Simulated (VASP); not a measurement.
# Sr in VASP: single point with PBE

Aim: the single point of Sr with PBE.

All numbers are computed with VASP 6.6.1; they aren't measurements. Logs are shortened: lines on timing, memory, paths and dates and some standing lists are left out, and cuts for length are marked.

**1. The cell of the first run**

The cell holds a sheet with vacuum, 8 atoms: a = 8.570 Å, b = 8.577 Å, c = 30.850 Å, α = 90.00°, β = 90.00°, γ = 119.06°.

**2. Single point, PBE**

File INCAR:

```
  ALGO = Normal
  DIPOL = 0.5 0.5 0.292
  EDIFF = 1E-6
  ENCUT = 520
  GGA = PE
  IDIPOL = 3
  ISIF = 2
  ISMEAR = 0
  LASPH = T
  LCHARG = T
  LDIPOL = T
  LELF = T
  LREAL = F
  LVACPOTAV = T
  LVHAR = T
  LWAVE = F
  NBANDS = 50
  NELM = 60
  PREC = Accurate
  SIGMA = 0.2
```

File KPOINTS:

```
k-points
0
Gamma
  3 3 1
```

File POSCAR:

```
Sr
1.0
    8.5696835533      0.0684712399      0.0000000000
   -4.2255439433      7.4641420074      0.0000000000
    0.0000000000      0.0000000000     30.8500002400
Sr
8
Direct
    0.1916789078      0.3502243576      0.2429268435
    0.1523505789      0.8323100393      0.2417568235
    0.6771228413      0.3562467038      0.2385714370
    0.6697468335      0.8041169914      0.2384293257
    0.3160534092      0.1522802280      0.3433071072
    0.3504619805      0.6665882541      0.3490354601
    0.8354145084      0.1760661821      0.3451644911
    0.8071709405      0.6621672437      0.3346820756
```

Potentials or basis: VASP PAW PBE potentials, release 64 (Sr_sv).

Command:

```sh
$ cat potpaw_PBE.64/Sr_sv/POTCAR > POTCAR
$ mpirun -np 1 vasp_std > vasp.out
```

OUTCAR:

```text
EDIFF = 1E-6
   ENCUT = 520
   GGA = PE
   ISIF = 2
   ISMEAR = 0
   LASPH = T
   LREAL = F
   NELM = 60
   PREC = Accurate

 ion  position               nearest neighbor table
   1  0.192  0.350  0.243-   5 3.92   6 4.04   4 4.06   7 4.13   3 4.14   2 4.29   2 4.31   3 4.44
                             4 4.65
   2  0.152  0.832  0.242-   8 3.86   5 3.95   4 4.03   3 4.14   6 4.27   1 4.29   1 4.31   4 4.56
                             3 4.56
   3  0.677  0.356  0.239-   8 3.75   4 3.87   7 4.13   2 4.14   1 4.14   5 4.22   1 4.44   2 4.56
                             4 4.71
   4  0.670  0.804  0.238-   8 3.62   3 3.87   2 4.03   1 4.06   6 4.17   7 4.32   2 4.56   1 4.65
                             3 4.71
   5  0.316  0.152  0.343-   1 3.92   2 3.95   3 4.22   7 4.22   6 4.28   6 4.32   8 4.35   7 4.36
                             8 4.36
   6  0.350  0.667  0.349-   8 3.96   1 4.04   4 4.17   2 4.27   5 4.28   5 4.32   7 4.33   7 4.38
                             8 4.66
   7  0.835  0.176  0.345-   1 4.13   3 4.13   5 4.22   8 4.30   8 4.31   4 4.32   6 4.33   5 4.36
                             6 4.38
   8  0.807  0.662  0.335-   4 3.62   3 3.75   2 3.86   6 3.96   7 4.30   7 4.31   5 4.35   5 4.36
                             6 4.66

  LATTYP: Found a simple monoclinic cell.
 ALAT       =     8.5699570894
 B/A-ratio  =     3.5997846801
 C/A-ratio  =     1.0008470402
 COS(beta)  =    -0.4856789025

  Lattice vectors:

 A1 = (   8.5696835533,   0.0684712399,   0.0000000000)
 A2 = (   0.0000000000,   0.0000000000, -30.8500002400)
 A3 = (  -4.2255439433,   7.4641420074,   0.0000000000)

Analysis of symmetry for initial positions (statically):
=====================================================================
 Subroutine PRICEL returns:
 Original cell was already a primitive cell.

 Routine SETGRP: Setting up the symmetry group for a
 simple monoclinic supercell.

 Subroutine GETGRP returns: Found  1 space group operations
 (whereof  1 operations were pure point group operations)
 out of a pool of  4 trial point group operations.

The static configuration has the point symmetry C_1 .

Analysis of symmetry for dynamics (positions and initial velocities):
=====================================================================
 Subroutine PRICEL returns:
 Original cell was already a primitive cell.

 Routine SETGRP: Setting up the symmetry group for a
 simple monoclinic supercell.

 Subroutine GETGRP returns: Found  1 space group operations
 (whereof  1 operations were pure point group operations)
 out of a pool of  4 trial point group operations.

The dynamic configuration has the point symmetry C_1 .

 Subroutine INISYM returns: Found  1 space group operations
 (whereof  1 operations are pure point group operations),
 and found     1 'primitive' translations

----------------------------------------------------------------------------------------

                                     Primitive cell

  volume of cell :    1982.2564

  direct lattice vectors                    reciprocal lattice vectors
     8.569683553  0.068471240  0.000000000     0.116164985  0.065762448  0.000000000
    -4.225543943  7.464142007  0.000000000    -0.001065623  0.133370609  0.000000000
     0.000000000  0.000000000 30.850000240     0.000000000  0.000000000  0.032414911

  length of vectors
     8.569957089  8.577216187 30.850000240     0.133487840  0.133374866  0.032414911

  position of ions in fractional coordinates (direct lattice)
     0.191678908  0.350224358  0.242926844
     0.152350579  0.832310039  0.241756823
     0.677122841  0.356246704  0.238571437
     0.669746833  0.804116991  0.238429326
     0.316053409  0.152280228  0.343307107
     0.350461981  0.666588254  0.349035460
     0.835414508  0.176066182  0.345164491
     0.807170941  0.662167244  0.334682076

  ion indices of the primitive-cell ions
   primitive index   ion index
                 1           1
                 2           2
                 3           3
                 4           4
                 5           5
                 6           6
                 7           7
                 8           8

----------------------------------------------------------------------------------------

 KPOINTS: k-points

Automatic generation of k-mesh.
 Grid dimensions read from file:
 generate k-points for:    3    3    1

 Generating k-lattice:

  Cartesian coordinates                     Fractional coordinates (reciprocal lattice)
     0.038721662  0.021920816  0.000000000     0.333333333 -0.000000000  0.000000000
    -0.000355208  0.044456870  0.000000000     0.000000000  0.333333333  0.000000000
     0.000000000  0.000000000  0.032414911     0.000000000  0.000000000  1.000000000

  Length of vectors
     0.044495947  0.044458289  0.032414911

  Shift w.r.t. Gamma in fractional coordinates (k-lattice)
     0.000000000  0.000000000  0.000000000

 Subroutine IBZKPT returns following result:
 ===========================================

 Found      5 irreducible k-points:

 Following reciprocal coordinates:
            Coordinates               Weight
  0.000000  0.000000  0.000000      1.000000
  0.333333  0.000000  0.000000      2.000000
  0.000000  0.333333  0.000000      2.000000
  0.333333  0.333333  0.000000      2.000000
 -0.333333  0.333333  0.000000      2.000000
   k-points           NKPTS =      5   k-points in BZ     NKDIM =      5   number of bands    NBANDS=     50
   number of dos      NEDOS =    301   number of ions     NIONS =      8
   total plane-waves  NPLWV = 983040
   dimension x,y,z NGX =    64 NGY =   64 NGZ =  240
   dimension x,y,z NGXF=   128 NGYF=  128 NGZF=  480
   ions per type =               8
   NGX,Y,Z   is equivalent  to a cutoff of  12.42, 12.40, 12.93 a.u.
   NGXF,Y,Z  is equivalent  to a cutoff of  24.83, 24.81, 25.87 a.u.
 SYSTEM =  unknown system
   PREC   = accura    normal or accurate (medium, high low for compatibility)
   ISTART =      0    job   : 0-new  1-cont  2-samecut
   ICHARG =      2    charge: 1-file 2-atom 10-const
   ISPIN  =      1    spin polarized calculation?
   LNONCOLLINEAR =      F non collinear calculations
   LSORBIT =      F    spin-orbit coupling
   LASPH  =      T    aspherical Exc in radial PAW
   ENCUT  =  520.0 eV  38.22 Ry    6.18 a.u.  15.93 15.95 57.36*2*pi/ulx,y,z
   NELM   =     60;   NELMIN=  2; NELMDL= -5     # of ELM steps
   EDIFF  = 0.1E-05   stopping-criterion for ELM
   LREAL  =      F    real-space projection
   EDIFFG = 0.1E-04   stopping-criterion for IOM
   NSW    =      0    number of steps for IOM
   IBRION =     -1    ionic relax: 0-MD 1-quasi-New 2-CG
   NFREE  =      0    steps in history (QN), initial steepest desc. (CG)
   ISIF   =      2    stress and relaxation
   ISYM   =      2    0-nonsym 1-usesym 2-fastsym
   POTIM  = 0.5000    time-step for ionic-motion
   TEBEG  =    0.0;   TEEND  =   0.0 temperature during run
   PSTRESS=    0.0 pullay stress
   NELECT =      80.0000    total number of electrons
   NUPDOWN=      -1.0000    fix difference up-down
   EMIN   =  10.00;   EMAX   =-10.00  energy-range for DOS
   EFERMI =   0.00;   METHOD = LEGACY
   ISMEAR =     0;   SIGMA  =   0.20  broadening in eV -4-tet -1-fermi 0-gaus
   EFERMI_NEDOS =   21; number of points for ismear=-14 and -15
   IALGO  =     38    algorithm
   IMIX   =      4    mixing-type and parameters
     AMIX     =   0.40;   BMIX     =  1.00
     AMIX_MAG =   1.60;   BMIX_MAG =  1.00
  volume/ion in A,a.u.               =     247.78      1672.12
  Fermi-wavevector in a.u.,A,eV,Ry     =   0.561545  1.061167  4.290369  0.315333
  Thomas-Fermi vector in A             =   1.597888
   LORBIT       =      0    0 simple, 1 ext, 2 COOP (PROOUT), +10 PAW based schemes
   GGA     = PE    functional components
   LHFCALC =     F    Hartree Fock is set to
   AEXX    =    0.0000 exact exchange contribution
   IVDW    =     0    specifies the selected vdW correction
   LEPSILON=     F    determine dielectric tensor
   LRPA    =     F    only Hartree local field effects (RPA)
 non-spin polarized calculation
 Gauss-broadening in eV      SIGMA  =   0.20
  energy-cutoff  :      520.00
  volume of cell :     1982.26
 maximum number of plane-waves:     53419
   NGX = 31   NGY = 31   NGZ =115

 dipolmoment           0.000000      0.000000     -0.000049 electrons x Angstroem

 number of electron      80.0000000 magnetization

 dipolmoment           0.000000      0.000000      0.000629 electrons x Angstroem

 Free energy of the ion-electron system (eV)
  ---------------------------------------------------
  ext. energy  EPLUGINS =         0.00000000
  ---------------------------------------------------
  free energy    TOTEN  =       -10.09005014 eV

  energy without entropy =       -9.86470817  energy(sigma->0) =       -9.97737916

 E-fermi :  -1.5247     XC(G=0):  -2.1218

 val. band max:       -1.5362329344   @ k =   0.3333   0.3333   0.0000
 cond. band min:      -1.5225800574   @ k =   0.3333   0.3333   0.0000
 fundamental gap:      0.0136528769
 Fermi energy:        -1.5246820809

 k-point     1 :       0.0000    0.0000    0.0000
  band No.  band energies     occupation
      1     -38.4847      2.00000
      2     -38.4698      2.00000
      3     -38.3846      2.00000
      4     -38.3625      2.00000
      5     -38.3436      2.00000
      6     -38.3331      2.00000
[... 42 lines left out ...]
     49      -0.8627      0.00000
     50      -0.8320      0.00000

 k-point     2 :       0.3333    0.0000    0.0000
  band No.  band energies     occupation
      1     -38.4845      2.00000
      2     -38.4699      2.00000
      3     -38.3845      2.00000
      4     -38.3623      2.00000
      5     -38.3435      2.00000
      6     -38.3335      2.00000
[... 42 lines left out ...]
     49      -0.7877      0.00000
     50      -0.7554      0.00000

 k-point     3 :       0.0000    0.3333    0.0000
  band No.  band energies     occupation
      1     -38.4845      2.00000
      2     -38.4699      2.00000
      3     -38.3845      2.00000
      4     -38.3623      2.00000
      5     -38.3437      2.00000
      6     -38.3331      2.00000
[... 42 lines left out ...]
     49      -0.8021      0.00000
     50      -0.7605      0.00000

 k-point     4 :       0.3333    0.3333    0.0000
  band No.  band energies     occupation
      1     -38.4845      2.00000
      2     -38.4699      2.00000
      3     -38.3846      2.00000
      4     -38.3622      2.00000
      5     -38.3436      2.00000
      6     -38.3333      2.00000
[... 42 lines left out ...]
     49      -0.6405      0.00000
     50      -0.5639      0.00000

 k-point     5 :      -0.3333    0.3333    0.0000
  band No.  band energies     occupation
      1     -38.4847      2.00000
      2     -38.4697      2.00000
      3     -38.3846      2.00000
      4     -38.3623      2.00000
      5     -38.3437      2.00000
      6     -38.3331      2.00000
[... 42 lines left out ...]
     49      -0.8127      0.00000
     50      -0.7453      0.00000

------------------------ aborting loop because EDIFF is reached ----------------------------------------

 vacuum level on the upper side and lower side of the slab       (xc-potential included)        -0.151        -0.153

  FORCE on cell =-STRESS in cart. coord.  units (eV):
  Direction    XX          YY          ZZ          XY          YZ          ZX
  --------------------------------------------------------------------------------------
  -------------------------------------------------------------------------------------
  Total        0.8951405      0.4812626      2.0073171     -0.6843513     -0.0272797      0.4725640
  in kB        0.7235057      0.3889850      1.6224329     -0.5531334     -0.0220491      0.3819543
  external PRESSURE =       0.9116412 kB  Pullay stress =       0.0000000 kB

 VOLUME and BASIS-vectors are now :
 -----------------------------------------------------------------------------
  energy-cutoff  :      520.00
  volume of cell :     1982.26
      direct lattice vectors                 reciprocal lattice vectors
     8.569683553  0.068471240  0.000000000     0.116164985  0.065762448  0.000000000
    -4.225543943  7.464142007  0.000000000    -0.001065623  0.133370609  0.000000000
     0.000000000  0.000000000 30.850000240     0.000000000  0.000000000  0.032414911

 POSITION                                       TOTAL-FORCE (eV/Angst)
 -----------------------------------------------------------------------------------
      0.16274      2.62725      7.49429        -0.258126     -0.146404     -0.074946
     -2.21137      6.22291      7.45820         0.396756      0.056132     -0.177253
      4.29739      2.70544      7.35993         0.176061     -0.590493     -0.179139
      2.34169      6.04790      7.35554        -0.508599      0.686627     -0.266740
      2.06501      1.15828     10.59102         0.139407      0.085982      0.154159
      0.18665      4.99951     10.76774        -0.320560      0.019650     -0.057626
      6.41526      1.37138     10.64832        -0.012486     -0.075310     -0.081897
      4.11918      4.99778     10.32494         0.387548     -0.036184      0.683442
 -----------------------------------------------------------------------------------
    total drift:                                0.000020      0.000059     -0.000018

  FREE ENERGIE OF THE ION-ELECTRON SYSTEM (eV)
  ---------------------------------------------------
  free  energy   TOTEN  =       -10.0900501447 eV

  energy  without entropy=       -9.8647081713  energy(sigma->0) =       -9.97737916

 vacuum level on the upper side and lower side of the slab         0.989         0.987
```

Wall time 31 min (1 thread of Intel Xeon 8259CL, shared host); peak memory 1.7 GiB.

What came out:

```yaml
Free_energy: -10.0901 eV
Largest_force: 0.895 eV/Å
Ionisation_potential_of_the_upper_face: 2.53 eV
```

Forces on the atoms (eV/Å):
```
Sr  -0.258 -0.146 -0.075
Sr   0.397  0.056 -0.177
Sr   0.176 -0.590 -0.179
Sr  -0.509  0.687 -0.267
Sr   0.139  0.086  0.154
Sr  -0.321  0.020 -0.058
Sr  -0.012 -0.075 -0.082
Sr   0.388 -0.036  0.683
```
